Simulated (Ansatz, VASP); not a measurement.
## AgCl: VASP beside Ansatz

Contents of POSCAR:

```
AgCl
1.0
    3.3955880419      0.0000000000      0.0000000000
    0.0000000000      3.3955880419      0.0000000000
    0.0000000000      0.0000000000      3.3955880419
Ag Cl
1 1
Direct
    0.0000000000      0.0000000000      0.0000000000
    0.5000000000      0.5000000000      0.5000000000
```

The input INCAR.step1:

```
SYSTEM = AgCl
ALGO     = Normal         ! electronic algorithm
EDIFF    = 1E-5           ! SCF threshold, eV
ENCUT    = 520            ! plane-wave cutoff, eV
GGA      = PE             ! functional
ISIF     = 2              ! what is computed and relaxed
ISMEAR   = 0              ! smearing method
LASPH    = .TRUE.         ! aspherical terms in the spheres
LCHARG   = .FALSE.        ! write CHGCAR
LREAL    = .FALSE.        ! projectors in reciprocal space
LWAVE    = .TRUE.         ! write WAVECAR
NBANDS   = 16             ! bands
NELM     = 80             ! most SCF steps
PREC     = Accurate       ! precision mode
SIGMA    = 0.01           ! smearing width, eV
```

File INCAR.step2:

```
SYSTEM = AgCl
AEXX     = 0.3            ! exact-exchange fraction
ALGO     = Normal         ! electronic algorithm
EDIFF    = 1E-6           ! SCF threshold, eV
ENCUT    = 520            ! plane-wave cutoff, eV
GGA      = PE             ! functional
HFSCREEN = 0.5            ! screening, 1/A
ISIF     = 2              ! what is computed and relaxed
ISMEAR   = 0              ! smearing method
ISTART   = 1            
LASPH    = .TRUE.         ! aspherical terms in the spheres
LCHARG   = .FALSE.        ! write CHGCAR
LHFCALC  = .TRUE.         ! exact exchange
LREAL    = .FALSE.        ! projectors in reciprocal space
LWAVE    = .FALSE.        ! write WAVECAR
NBANDS   = 16             ! bands
NELM     = 80             ! most SCF steps
PREC     = Accurate       ! precision mode
PRECFOCK = Normal       
SIGMA    = 0.01           ! smearing width, eV
```

Contents of KPOINTS:

```
k-points
0
G
  4 4 4
  0 0 0
```

Input for Ansatz:

```yaml
crystal:
  lattice:
    - [3.3955880419, 0.0, 0.0]
    - [0.0, 3.3955880419, 0.0]
    - [0.0, 0.0, 3.3955880419]
  atoms:
    - { symbol: Ag, position: [0.0, 0.0, 0.0] }
    - { symbol: Cl, position: [0.5, 0.5, 0.5] }
kpoints:
  mp_grid: { grid: [4, 4, 4] }
hamiltonian:
  xc: { exchange: pbe, correlation: pbe, exx: { coeff: 0.3, omega: 0.5 } }
scf:
  occupations: { method: fixed }
  n_extra_bands: 4
output:
  forces: true
  stress: true
  eigenvalues: true
```

Alike in both runs: task single point; functional PBE-based screened hybrid; k mesh 4 × 4 × 4; no spin polarisation.

|  | VASP | Ansatz |
| --- | --- | --- |
| version | VASP 6.6.1 | Ansatz 0.2.0 |
| potentials or method | VASP PAW PBE potentials, release 64 (Ag, Cl) | plane waves |
| plane-wave cutoff (eV) | 520 | 420 |
| occupations | gaussian, width 0.01 eV | fixed |
| valence electrons in the cell | 18 | 26 |

```tsv
	VASP	Ansatz	Ansatz less VASP
gap on the k mesh at the Fermi level (eV)	1.59	1.61	+0.015
pressure (GPa)	1.6	1.7	+0.17
```

VASP's potentials were made for PBE, not for PBE-based screened hybrid. VASP's potentials hold 18 valence electrons a cell and Ansatz's 26, so a difference there can come from the potentials and not from the codes. Ansatz's warnings: stress exchange threshold loose, stress scf threshold loose.

The k mesh is coarse, so the values compare programs but aren't converged.
